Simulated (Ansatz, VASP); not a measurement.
## One calculation of LiF, two programs

The input INCAR:

```
SYSTEM = LiF
  ALGO = Normal
  EDIFF = 1E-6
  EDIFFG = -0.01
  ENCUT = 600
  GGA = PS
  IBRION = 2
  ISIF = 3
  ISMEAR = -1
  LASPH = .TRUE.
  LCHARG = .FALSE.
  LREAL = .FALSE.
  LWAVE = .FALSE.
  NELM = 80
  NSW = 60
  PREC = Accurate
  SIGMA = 0.05
```

File KPOINTS:

```
k-points
0
G
  11 11 11
  0 0 0
```

File POSCAR:

```
LiF
1.0
    0.0000000000      2.0140000000      2.0140000000
    2.0140000000      0.0000000000      2.0140000000
    2.0140000000      2.0140000000      0.0000000000
F Li
1 1
Direct
    0.5000000000      0.5000000000      0.5000000000
    0.0000000000      0.0000000000      0.0000000000
```

File input.yaml:

```yaml
crystal:
  lattice:
    - [0.0, 2.014, 2.014]
    - [2.014, 0.0, 2.014]
    - [2.014, 2.014, 0.0]
  atoms:
    - { symbol: F, position: [0.5, 0.5, 0.5] }
    - { symbol: Li, position: [0.0, 0.0, 0.0] }
hamiltonian:
  xc: pbesol
  pseudopotentials: { kind: paw }
kpoints:
  mp_grid: { grid: [11, 11, 11] }
scf:
  occupations: { method: fermi_dirac, width: 0.05 }
output:
  forces: true
  stress: true
  eigenvalues: true
  write_density: true
  write_potential: true
  elf: true
  volumetric_format: npy
relax:
  f_tol: 0.01
  max_steps: 40
  cell: { stress_tol: 0.05 }
```

Alike in both runs: task relaxation of cell and atoms; functional PBEsol; k mesh 11 × 11 × 11; occupations fermi-dirac, width 0.05 eV; no spin polarisation.

|  | VASP | Ansatz |
| --- | --- | --- |
| version | VASP 6.6.1 | Ansatz 0.2.0 |
| potentials or method | VASP PAW PBE potentials, release 64 (F, Li_sv) | Ansatz PAW |
| plane-wave cutoff (eV) | 600 | 420 |
| valence electrons in the cell | 10 | 10 |

VASP gave:

```
gap on the k mesh at the Fermi level, each at its own relaxed structure (eV) : 9.10
relaxed volume (Å³/atom)                                                     : 8.00
relaxed cell length with the largest relative difference (Å)                 : 2.829
```

Q: Estimate Ansatz's values.

A: gap on the k mesh at the Fermi level, each at its own relaxed structure (eV): 9.05; relaxed volume (Å³/atom): 8.05; relaxed cell length with the largest relative difference (Å): 2.834.

VASP's potentials were made for PBE, not for PBEsol.

Noted on VASP's run: the cutoff is short for stress, so the pressure is rough. Noted on Ansatz's run: odd divisions of the mesh miss points on the zone boundary, where band edges often lie, so the gap on the mesh can be too wide; the plane-wave basis is chosen anew once the cell has moved, so the energies of steps on either side of that aren't comparable.
